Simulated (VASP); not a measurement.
Runs of VASP 6.6.1 on BN. The structure is that of space group P6_3mc (No. 186), or close to it. The cells are those of the table. 

```csv
task,cell,k mesh,cutoff (eV),smearing,gap on the mesh (eV),pressure (GPa)
relaxation of cell and atoms,"relaxed from a = 2.522, b = 2.522, c = 4.175 Å, angles 90.0, 90.0, 120.0°, 4 atoms",12 × 12 × 6,600,gaussian 0.02 eV,4.91,0.0
single point,"a = 2.523, b = 2.523, c = 4.174 Å, angles 90.0, 90.0, 120.0°, 4 atoms",12 × 12 × 6,520,gaussian 0.02 eV,4.90,1.2
single point,"a = 2.522, b = 2.522, c = 4.175 Å, angles 90.0, 90.0, 120.0°, 4 atoms",9 × 9 × 6,520,gaussian 0.1 eV,4.90,1.2
single point,"a = 2.554, b = 2.554, c = 4.227 Å, angles 90.0, 90.0, 120.0°, 4 atoms",9 × 9 × 4,520,gaussian 0.1 eV,4.96,(a)
```

Alike in all rows: level LDA; potentials or basis VASP PAW LDA potentials, release 64 (B, N); no spin polarisation.

Question: Estimate the missing entries.

Answer: (a) -12.9.

Caveats: an odd mesh through Γ misses points on the zone boundary, where band edges can lie (at least some runs); the cell stands under tension (at least some runs).
